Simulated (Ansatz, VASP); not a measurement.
# Ge: VASP beside Ansatz

The input INCAR:

```
SYSTEM = Ge
ALGO = Normal
EDIFF = 1E-6
ENCUT = 520
ISIF = 2
ISMEAR = -1
LASPH = .TRUE.
LCHARG = .FALSE.
LREAL = .FALSE.
LWAVE = .FALSE.
NBANDS = 21
NELM = 80
PREC = Accurate
SIGMA = 0.05
```

The input KPOINTS:

```
k-points
0
G
  5 5 5
  0 0 0
```

File POSCAR:

```
Ge
1.0
    0.0000000000      2.8147752533      2.8147752533
    2.8147752533      0.0000000000      2.8147752533
    2.8147752533      2.8147752533      0.0000000000
Ge
2
Direct
    0.5000000000      0.5000000000      0.5000000000
    0.7500000000      0.7500000000      0.7500000000
```

Input for Ansatz:

```yaml
crystal:
  lattice:
    - [0.0, 2.8147752533, 2.8147752533]
    - [2.8147752533, 0.0, 2.8147752533]
    - [2.8147752533, 2.8147752533, 0.0]
  atoms:
    - { symbol: Ge, position: [0.5, 0.5, 0.5] }
    - { symbol: Ge, position: [0.75, 0.75, 0.75] }
hamiltonian:
  xc: lda
  pseudopotentials:
    kind: paw
    azcp:
      Ge: "pseudopotentials/Ge.paw.azcp"
basis:
  ecutwfc: 420
  fft_grid_basis: typed
kpoints:
  mp_grid: { grid: [5, 5, 5], shift: [0, 0, 0] }
magnetization:
  spin_polarized: false
scf:
  occupations: { method: fermi_dirac, width: 0.05 }
  lower_state_search: "off"
output:
  stress: true
  write_density: true
  write_potential: true
  elf: true
  volumetric_format: npy
```

Alike in both runs: task single point; functional LDA; k mesh 5 × 5 × 5; occupations fermi-dirac, width 0.05 eV; no spin polarisation.

```csv
,VASP,Ansatz
version,VASP 6.6.1,Ansatz 0.2.0
potentials or method,"VASP PAW LDA potentials, release 64 (Ge_d), cutoff 520 eV","plane waves (420 eV) with PAW, scalar-relativistic"
valence electrons in the cell,28,28
```

|  | VASP | Ansatz | Ansatz less VASP |
| --- | --- | --- | --- |
| pressure (GPa) | 0.2 | 0.0 | -0.16 |

Ansatz warns that its potentials were made for another functional, while VASP's fit it. LDA's correlation is that of Perdew and Zunger in VASP and of Perdew and Wang (1992) in Ansatz.

The k mesh is coarse, so the values compare programs but aren't converged.
